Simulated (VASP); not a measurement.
# Ni (Fmmm) in VASP: single point with PBEsol

Aim: the single point of Ni with PBEsol.

Program: VASP 6.6.1. These are calculated values, not measurements. Logs are shortened: lines on timing, memory, paths and dates and some standing lists are left out, and cuts for length are marked.

## Step 1: The cell of the first run

It takes space group Fmmm (No. 69, orthorhombic). Conventional cell: a = 2.755 Å, b = 3.624 Å, c = 4.169 Å, α = 90.00°, β = 90.00°, γ = 90.00°. Within 3.0 Å of Ni (site symmetry mmm) lie 14 Ni at 2.28 to 2.76 Å.

## Step 2: Single point, PBEsol, collinear spin, ferromagnetic start (engineering shear strain xz -0.1400, engineering shear strain yz +0.0000)

The input, INCAR:

```
PREC = Accurate
ENCUT = 520
EDIFF = 1E-6
ISMEAR = 0
SIGMA = 0.15
LREAL = False
LASPH = True
NELM = 150
ALGO = Normal
ISIF = 2
LWAVE = False
LCHARG = False
ISPIN = 2
MAGMOM = 0.6
LORBIT = 11
LMAXMIX = 4
GGA = PS
NBANDS = 15
```

The input, KPOINTS:

```
regular mesh
0
Gamma
  22 22 22
```

The input, POSCAR:

```
Ni
1.0
   -1.4740981178      1.3776617923      1.4740981178
    1.2812254668     -1.3776617923      1.2812254668
    1.4740981178      1.3776617923     -1.4740981178
Ni
1
Direct
    0.0000000000      0.0000000000      0.0000000000
```

Potentials or basis: VASP PAW PBE potentials, release 64 (Ni).

Launch:

```sh
$ cat potpaw_PBE.64/Ni/POTCAR > POTCAR
$ mpirun -np 1 vasp_std > vasp.out
```

OUTCAR:

```text
PREC = Accurate
   ENCUT = 520
   EDIFF = 1E-6
   ISMEAR = 0
   LREAL = False
   LASPH = True
   NELM = 150
   ISIF = 2
   ISPIN = 2
   LORBIT = 11
   GGA = PS

 ion  position               nearest neighbor table
   1  0.000  0.000  0.000-

  LATTYP: Found a face centered orthorhombic cell.
 ALAT       =     2.7553235846
 B/A-ratio  =     1.3152186130
 C/A-ratio  =     1.5132085118

  Lattice vectors:

 A1 = (   2.7553235846,   0.0000000000,  -0.1928726510)
 A2 = (   1.4740981178,   1.3776617923,  -1.4740981178)
 A3 = (   1.2812254668,   1.3776617923,   1.2812254668)

Analysis of symmetry for initial positions (statically):
=====================================================================
 Subroutine PRICEL returns:
 Original cell was already a primitive cell.

 Routine SETGRP: Setting up the symmetry group for a
 face centered orthorhombic supercell.

 Subroutine GETGRP returns: Found  8 space group operations
 (whereof  8 operations were pure point group operations)
 out of a pool of  8 trial point group operations.

The static configuration has the point symmetry D_2h.

Analysis of symmetry for dynamics (positions and initial velocities):
=====================================================================
 Subroutine PRICEL returns:
 Original cell was already a primitive cell.

 Routine SETGRP: Setting up the symmetry group for a
 face centered orthorhombic supercell.

 Subroutine GETGRP returns: Found  8 space group operations
 (whereof  8 operations were pure point group operations)
 out of a pool of  8 trial point group operations.

The dynamic configuration has the point symmetry D_2h.

Analysis of structural, dynamic, and magnetic symmetry:
=====================================================================
 Subroutine PRICEL returns:
 Original cell was already a primitive cell.

 Routine SETGRP: Setting up the symmetry group for a
 face centered orthorhombic supercell.

 Subroutine GETGRP returns: Found  8 space group operations
 (whereof  8 operations were pure point group operations)
 out of a pool of  8 trial point group operations.

The overall configuration has the point symmetry D_2h.

 Subroutine INISYM returns: Found  8 space group operations
 (whereof  8 operations are pure point group operations),
 and found     1 'primitive' translations

----------------------------------------------------------------------------------------

                                     Primitive cell

  volume of cell :      10.4077

  direct lattice vectors                    reciprocal lattice vectors
    -1.474098118  1.377661792  1.474098118     0.025530464  0.362933779  0.364720911
     1.281225467 -1.377661792  1.281225467     0.390251375  0.000000000  0.390251375
     1.474098118  1.377661792 -1.474098118     0.364720911  0.362933779  0.025530464

  length of vectors
     2.498776208  2.276187472  2.498776208     0.515164125  0.551898787  0.515164125

  position of ions in fractional coordinates (direct lattice)
     0.000000000  0.000000000  0.000000000

  ion indices of the primitive-cell ions
   primitive index   ion index
                 1           1

----------------------------------------------------------------------------------------

 KPOINTS: regular mesh

Automatic generation of k-mesh.
 Grid dimensions read from file:
 generate k-points for:   22   22   22

 Generating k-lattice:

  Cartesian coordinates                     Fractional coordinates (reciprocal lattice)
     0.001160476  0.016496990  0.016578223     0.045454545 -0.000000000  0.000000000
     0.017738699  0.000000000  0.017738699     0.000000000  0.045454545  0.000000000
     0.016578223  0.016496990  0.001160476     0.000000000 -0.000000000  0.045454545

  Length of vectors
     0.023416551  0.025086309  0.023416551

  Shift w.r.t. Gamma in fractional coordinates (k-lattice)
     0.000000000  0.000000000  0.000000000

 Subroutine IBZKPT returns following result:
 ===========================================

 Found   1530 irreducible k-points:

 Following reciprocal coordinates:
            Coordinates               Weight
  0.000000  0.000000  0.000000      1.000000
  0.045455  0.000000 -0.000000      8.000000
  0.090909  0.000000 -0.000000      8.000000
  0.136364  0.000000  0.000000      8.000000
  0.181818 -0.000000  0.000000      8.000000
  0.227273  0.000000  0.000000      8.000000
[... 16 lines left out ...]
  0.454545  0.045455  0.000000      8.000000
  0.500000  0.045455  0.000000      8.000000
 [... further k-points ...]
   k-points           NKPTS =   1530   k-points in BZ     NKDIM =   1530   number of bands    NBANDS=     15
   number of dos      NEDOS =    301   number of ions     NIONS =      1
   total plane-waves  NPLWV =   7200
   dimension x,y,z NGX =    20 NGY =   18 NGZ =   20
   dimension x,y,z NGXF=    40 NGYF=   36 NGZF=   40
   ions per type =               1
   NGX,Y,Z   is equivalent  to a cutoff of  13.31, 13.15, 13.31 a.u.
   NGXF,Y,Z  is equivalent  to a cutoff of  26.61, 26.29, 26.61 a.u.
 SYSTEM =  unknown system
   PREC   = accura    normal or accurate (medium, high low for compatibility)
   ISTART =      0    job   : 0-new  1-cont  2-samecut
   ICHARG =      2    charge: 1-file 2-atom 10-const
   ISPIN  =      2    spin polarized calculation?
   LNONCOLLINEAR =      F non collinear calculations
   LSORBIT =      F    spin-orbit coupling
   LASPH  =      T    aspherical Exc in radial PAW
   ENCUT  =  520.0 eV  38.22 Ry    6.18 a.u.   4.65  4.23  4.65*2*pi/ulx,y,z
   NELM   =    150;   NELMIN=  2; NELMDL= -5     # of ELM steps
   EDIFF  = 0.1E-05   stopping-criterion for ELM
   LREAL  =      F    real-space projection
   EDIFFG = 0.1E-04   stopping-criterion for IOM
   NSW    =      0    number of steps for IOM
   IBRION =     -1    ionic relax: 0-MD 1-quasi-New 2-CG
   NFREE  =      0    steps in history (QN), initial steepest desc. (CG)
   ISIF   =      2    stress and relaxation
   ISYM   =      2    0-nonsym 1-usesym 2-fastsym
   POTIM  = 0.5000    time-step for ionic-motion
   TEBEG  =    0.0;   TEEND  =   0.0 temperature during run
   PSTRESS=    0.0 pullay stress
   NELECT =      10.0000    total number of electrons
   NUPDOWN=      -1.0000    fix difference up-down
   EMIN   =  10.00;   EMAX   =-10.00  energy-range for DOS
   EFERMI =   0.00;   METHOD = LEGACY
   ISMEAR =     0;   SIGMA  =   0.15  broadening in eV -4-tet -1-fermi 0-gaus
   EFERMI_NEDOS =   21; number of points for ismear=-14 and -15
   IALGO  =     38    algorithm
   IMIX   =      4    mixing-type and parameters
     AMIX     =   0.40;   BMIX     =  1.00
     AMIX_MAG =   1.60;   BMIX_MAG =  1.00
  volume/ion in A,a.u.               =      10.41        70.23
  Fermi-wavevector in a.u.,A,eV,Ry     =   1.615437  3.052733 35.506255  2.609636
  Thomas-Fermi vector in A             =   2.710185
   LORBIT       =     11    0 simple, 1 ext, 2 COOP (PROOUT), +10 PAW based schemes
   GGA     = PS    functional components
   LHFCALC =     F    Hartree Fock is set to
   AEXX    =    0.0000 exact exchange contribution
   IVDW    =     0    specifies the selected vdW correction
   LEPSILON=     F    determine dielectric tensor
   LRPA    =     F    only Hartree local field effects (RPA)
 spin polarized calculation
 Gauss-broadening in eV      SIGMA  =   0.15
  energy-cutoff  :      520.00
  volume of cell :       10.41
 maximum number of plane-waves:       292
   NGX =  9   NGY =  9   NGZ =  9

 number of electron      10.0000004 magnetization       0.4543726

 Free energy of the ion-electron system (eV)
  ---------------------------------------------------
  ext. energy  EPLUGINS =         0.00000000
  ---------------------------------------------------
  free energy    TOTEN  =        -5.93613842 eV

  energy without entropy =       -5.91569397  energy(sigma->0) =       -5.92591619

 E-fermi :   9.7049     XC(G=0): -13.6853

 val. band max:        9.7047878015   @ k =   0.3182  -0.4545   0.2727
 cond. band min:       9.7063633080   @ k =  -0.4545   0.0455   0.3636
 fundamental gap:      0.0015755065
 Fermi energy:         9.7048972783

 spin component 1

 k-point     1 :       0.0000    0.0000    0.0000
  band No.  band energies     occupation
      1       0.4649      1.00000
      2       6.7267      1.00000
      3       7.1831      1.00000
      4       7.9470      1.00000
      5       8.8699      1.00000
      6       9.0285      1.00000
      7      33.6319      0.00000
      8      36.7830      0.00000
      9      38.0332      0.00000
     10      38.8831      0.00000
     11      41.4546      0.00000
     12      41.9917      0.00000
     13      43.1881      0.00000
     14      43.5776      0.00000
     15      44.3108      0.00000
[... 397 lines left out ...]
 k-point    24 :       0.5000    0.0455    0.0000
  band No.  band energies     occupation
      1       4.9157      1.00000
      2       6.3216      1.00000
      3       8.7761      1.00000
      4       8.8268      1.00000
      5       9.4045      0.99769
      6      10.3551      0.00000
      7      16.8285      0.00000
      8      27.1874      0.00000
      9      31.6267      0.00000
     10      33.6544      0.00000
     11      40.3323      0.00000
     12      46.0160      0.00000
     13      50.6288      0.00000
     14      52.5685      0.00000
     15      55.3281      0.00000

 [... further k-points ...]

 spin component 2

 k-point     1 :       0.0000    0.0000    0.0000
  band No.  band energies     occupation
      1       0.4768      1.00000
      2       7.2049      1.00000
      3       7.6867      1.00000
      4       8.4893      1.00000
      5       9.3220      0.99985
      6       9.4638      0.98850
      7      33.6067      0.00000
      8      36.7349      0.00000
      9      38.0088      0.00000
     10      38.9440      0.00000
     11      41.5961      0.00000
     12      41.9774      0.00000
     13      43.3279      0.00000
     14      43.6923      0.00000
     15      44.4571      0.00000
[... 397 lines left out ...]
 k-point    24 :       0.5000    0.0455    0.0000
  band No.  band energies     occupation
      1       5.2061      1.00000
      2       6.7853      1.00000
      3       9.1257      1.00000
      4       9.2868      0.99996
      5       9.7914      0.20733
      6      10.6744      0.00000
      7      17.1020      0.00000
      8      27.2176      0.00000
      9      31.7011      0.00000
     10      33.7579      0.00000
     11      40.4156      0.00000
     12      46.0136      0.00000
     13      50.7041      0.00000
     14      52.6182      0.00000
     15      56.2331      0.00000

 [... further k-points ...]
[... 5 lines left out ...]
  --------------------------------------------------------------------------------------
  -------------------------------------------------------------------------------------
  Total        0.2164608      0.5181599      0.2164608      0.0000000      0.0000000      1.4950822
  in kB       33.3223231     79.7663752     33.3223231      0.0000000      0.0000000    230.1553551
  external PRESSURE =      48.8036738 kB  Pullay stress =       0.0000000 kB

 VOLUME and BASIS-vectors are now :
 -----------------------------------------------------------------------------
  energy-cutoff  :      520.00
  volume of cell :       10.41
      direct lattice vectors                 reciprocal lattice vectors
    -1.474098118  1.377661792  1.474098118     0.025530464  0.362933779  0.364720911
     1.281225467 -1.377661792  1.281225467     0.390251375  0.000000000  0.390251375
     1.474098118  1.377661792 -1.474098118     0.364720911  0.362933779  0.025530464

 POSITION                                       TOTAL-FORCE (eV/Angst)
 -----------------------------------------------------------------------------------
      0.00000      0.00000      0.00000        -0.000000     -0.000000      0.000000
 -----------------------------------------------------------------------------------
    total drift:                                0.000000      0.000000      0.000000

  FREE ENERGIE OF THE ION-ELECTRON SYSTEM (eV)
  ---------------------------------------------------
  free  energy   TOTEN  =        -5.9361384180 eV

  energy  without entropy=       -5.9156939713  energy(sigma->0) =       -5.92591619

 total charge

# of ion       s       p       d       tot
------------------------------------------
    1        0.518   0.536   8.368   9.422

 magnetization (x)

# of ion       s       p       d       tot
------------------------------------------
    1       -0.002  -0.012   0.470   0.456
```

It took 4.2 min on 1 thread of Intel Xeon Platinum 8559C (Emerald Rapids), shared host; peak memory 0.43 GiB.

Results:

- Free energy: -5.9361 eV
- Pressure: 4.9 GPa
- Net moment: 0.45 μB per cell
- Site moments: Ni +0.46 μB
- Valence electrons inside the program's atomic spheres: Ni 9.42

Stress tensor (GPa, compression positive):
```
 3.33  0.00 23.02
 0.00  7.98  0.00
23.02  0.00  3.33
```

Caveat: the cell differs from its parent crystal (engineering shear strain xz -0.1400, engineering shear strain yz +0.0000); the PAW data sets were made with another functional, which shifts forces and pressure a little.
